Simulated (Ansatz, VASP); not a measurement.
**Two plane-wave programs on Mg**

The input INCAR:

```
ALGO = Normal
EDIFF = 1E-6
ENCUT = 520
GGA = PE
ISIF = 2
ISMEAR = 0
LASPH = T
LCHARG = F
LREAL = F
LWAVE = F
NBANDS = 7
NELM = 80
PREC = Accurate
SIGMA = 0.15
```

The input KPOINTS:

```
k-points
0
Gamma
  18 18 16
```

File POSCAR:

```
Mg
1.0
    3.1723117925      0.0000000000      0.0000000000
   -1.5861558963      2.7473026010      0.0000000000
    0.0000000000      0.0000000000      2.9230440672
Mg
1
Direct
    0.0000000000      0.0000000000      0.0000000000
```

Input for Ansatz:

```yaml
crystal:
  lattice:
    - [3.1723117925, 0.0, 0.0]
    - [-1.5861558963, 2.747302601, 0.0]
    - [0.0, 0.0, 2.9230440672]
  atoms:
    - { symbol: Mg, position: [0.0, 0.0, 0.0] }
basis:
  ecutwfc: 420
kpoints:
  mp_grid: { grid: [18, 18, 16] }
hamiltonian:
  xc: pbe
scf:
  occupations: { method: gaussian, width: 0.15 }
output:
  forces: true
  stress: true
  eigenvalues: true
```

Change from the starting cell: strain +0.040 along x and y, -0.040 along z, atoms carried along.

Alike in both runs: task single point; functional PBE; k mesh 18 × 18 × 16; occupations gaussian, width 0.15 eV; no spin polarisation.

```csv
,VASP,Ansatz
version,VASP 6.6.1,Ansatz 0.2.0
potentials or method,"VASP PAW PBE potentials, release 64 (Mg), cutoff 520 eV","scalar-relativistic, plane waves, PAW"
valence electrons in the cell,2,10
```

|  | VASP | Ansatz | Ansatz less VASP |
| --- | --- | --- | --- |
| gap on the k mesh at the Fermi level (eV) | none | none | - |
| pressure (GPa) | -0.1 | 0.0 | +0.08 |
| traceless stress, the component that is largest in VASP (GPa) | 3.54 | 3.52 | -0.016 |

A gap of «none» marks a metal or a gap that the smearing closes. The functional is the same, so the differences come from potentials, cutoffs and numerics. VASP's potentials hold 2 valence electrons a cell and Ansatz's 10, so a difference there can come from the potentials and not from the codes.
